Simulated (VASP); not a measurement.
Input of a VASP 6.6.1 run:

Contents of INCAR:

```
ALGO = Normal
EDIFF = 1E-6
EDIFFG = -0.005
ENCUT = 600
GGA = PE
IBRION = 2
ISIF = 3
ISMEAR = 0
IVDW = 12
LASPH = True
LCHARG = False
LREAL = False
LWAVE = False
NELM = 60
NSW = 100
PREC = Accurate
SIGMA = 0.02
```

Contents of KPOINTS:

```
k-points
0
Gamma
  8 8 6
```

The input POSCAR:

```
PbS
1.0
    2.9590534504     -2.9645926993      0.1814803351
    2.9590534504      2.9645926993      0.1814803351
   -0.3641964991      0.0000000000      5.9387847248
Pb S
2 2
Direct
    0.7500168829      0.7500168829      0.7499299700
    0.2499831171      0.2499831171      0.2500700300
    0.2500274686      0.2500274686      0.7497205563
    0.7499725314      0.7499725314      0.2502794437
```

Potentials or basis: VASP PAW PBE potentials, release 64 (Pb_d, S).

Command:

```bash
$ cat potpaw_PBE.64/Pb_d/POTCAR potpaw_PBE.64/S/POTCAR > POTCAR
$ mpirun -np 1 vasp_std > vasp.out
```

Question: Predict the dispersion energy per atom.

Answer: -0.347 eV.

Question: Predict the space group after relaxing (to 0.1 Å).

Answer: Fm-3m (No. 225).

The path:
```csv
step,energy change (eV),largest force (eV/Å),pressure (GPa),volume (Å³)
1,0.0000,0.0021,-0.08,104.59
2,-0.0003,0.0021,0.03,104.40
3,-0.0003,0.0021,0.03,104.41
4,-0.0003,0.0021,0.03,104.42
5,-0.0003,0.0021,0.01,104.41
6,-0.0003,0.0020,0.00,104.46
```
